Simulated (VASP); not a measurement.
A run of VASP 6.6.1 is set up as follows.

File INCAR:

```
PREC = Accurate
ENCUT = 750
EDIFF = 1E-6
ISMEAR = 0
SIGMA = 0.1
LREAL = F
LASPH = T
NELM = 120
ALGO = Normal
ISIF = 2
LWAVE = F
LCHARG = F
GGA = PE
NBANDS = 40
GGA_COMPAT = F
```

The input KPOINTS:

```
Automatic mesh
0
Gamma
  4 4 4
```

The input POSCAR:

```
MgGaC4N4
1.0
    6.0330575200      0.0000000000      0.0000000000
    0.0000000000      6.0330575200      0.0000000000
    0.0000000000      0.0000000000      6.0330575200
Mg Ga C N
1 1 4 4
Direct
    0.0000000000      0.0000000000      0.0000000000
    0.5000000000      0.5000000000      0.5000000000
    0.2068536058      0.2068536058      0.2068536058
    0.2068536058      0.7931463942      0.7931463942
    0.7931463942      0.2068536058      0.7931463942
    0.7931463942      0.7931463942      0.2068536058
    0.3195619084      0.3195619084      0.3195619084
    0.3195619084      0.6804380916      0.6804380916
    0.6804380916      0.3195619084      0.6804380916
    0.6804380916      0.6804380916      0.3195619084
```

Potentials or basis: VASP PAW PBE potentials, release 64 (Mg_sv, Ga_d, C, N).

The run is started by

```bash
$ cat potpaw_PBE.64/Mg_sv/POTCAR potpaw_PBE.64/Ga_d/POTCAR potpaw_PBE.64/C/POTCAR potpaw_PBE.64/N/POTCAR > POTCAR
$ mpirun -np 1 vasp_std > vasp.out
```

Task: Estimate the band gap on the k mesh.

Result: Zero (an odd number of electrons rules out a gap without spin polarisation).

Task: Predict the pressure.

Result: 0.4 GPa.

Task: Predict the largest force.

Result: 0.377 eV/Å.

Forces in eV/Å, atoms in the order of the input:
```
Mg   0.000  0.000  0.000
Ga   0.000  0.000  0.000
C   -0.179 -0.179 -0.179
C   -0.179  0.179  0.179
C    0.179 -0.179  0.179
C    0.179  0.179 -0.179
N    0.218  0.218  0.218
N    0.218 -0.218 -0.218
N   -0.218  0.218 -0.218
N   -0.218 -0.218  0.218
```
